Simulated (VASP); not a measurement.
Here is a VASP 6.6.1 calculation.

INCAR

```
PREC = Accurate
ENCUT = 520
EDIFF = 1E-7
ISMEAR = -1
SIGMA = 0.05
LREAL = F
LASPH = T
NELM = 150
ALGO = Normal
ISIF = 2
LWAVE = F
LCHARG = F
ISPIN = 2
MAGMOM = 2
LORBIT = 11
LMAXMIX = 4
GGA = RE
IVDW = 12
NBANDS = 16
```

Contents of KPOINTS:

```
Automatic mesh
0
Gamma
  12 12 12
```

POSCAR

```
V
1.0
   -1.4834362237      1.4834362237      1.4834362237
    1.4834362237     -1.4834362237      1.4834362237
    1.4834362237      1.4834362237     -1.4834362237
V
1
Direct
    0.0000000000      0.0000000000      0.0000000000
```

Potentials or basis: VASP PAW PBE potentials, release 64 (V_sv).

The run is started by

```bash
$ cat potpaw_PBE.64/V_sv/POTCAR > POTCAR
$ mpirun -np 1 vasp_std > vasp.out
```

(1) What does it give for the pressure?

(2) What does it give for the net moment?

(3) What does it give for the dispersion energy per atom?

## Answers

(1) -7.6 GPa.

(2) 0.00 μB per cell.

(3) -1.316 eV.

Caveat: the PAW data sets were made with another functional, which shifts forces and pressure a little; pairwise dispersion overbinds metals, which lowers pressure and volume.
